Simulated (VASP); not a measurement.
Input of a VASP 6.6.1 run:

INCAR

```
SYSTEM = BePd
ALGO     = Normal         ! electronic algorithm
EDIFF    = 1E-8           ! SCF threshold, eV
ENCUT    = 520            ! plane-wave cutoff, eV
GGA      = PS             ! functional
IBRION   = 8              ! ionic algorithm
ISIF     = 2              ! what is computed and relaxed
ISMEAR   = -1             ! smearing method
LASPH    = .TRUE.         ! aspherical terms in the spheres
LCHARG   = .TRUE.         ! write CHGCAR
LREAL    = .FALSE.        ! projectors in reciprocal space
LWAVE    = .FALSE.        ! write WAVECAR
NELM     = 80             ! most SCF steps
NSW      = 1              ! ionic steps
PREC     = Accurate       ! precision mode
SIGMA    = 0.08           ! smearing width, eV
```

Contents of KPOINTS:

```
k-points
0
G
  14 14 14
  0 0 0
```

The input POSCAR:

```
BePd
1.0
    2.8256232903      0.0000000000      0.0000000000
    0.0000000000      2.8256232903      0.0000000000
    0.0000000000      0.0000000000      2.8256232903
Be Pd
1 1
Direct
    0.0000000000      0.0000000000      0.0000000000
    0.5000000000      0.5000000000      0.5000000000
```

Potentials or basis: VASP PAW PBE potentials, release 64 (Be, Pd).

Launch:

```console
$ cat potpaw_PBE.64/Be/POTCAR potpaw_PBE.64/Pd/POTCAR > POTCAR
$ mpirun -np 1 vasp_std > vasp.out
```

**Question.** What does it give for the highest phonon frequency at Γ?

**Answer.** 359 cm⁻¹.

Phonon frequencies in cm⁻¹ (negative: imaginary):
```csv
q point,frequencies
"(0.000, 0.000, 0.000)",0 0 0 359 359 359
```

Caveat: the cell stands under pressure or tension, which shifts response properties.
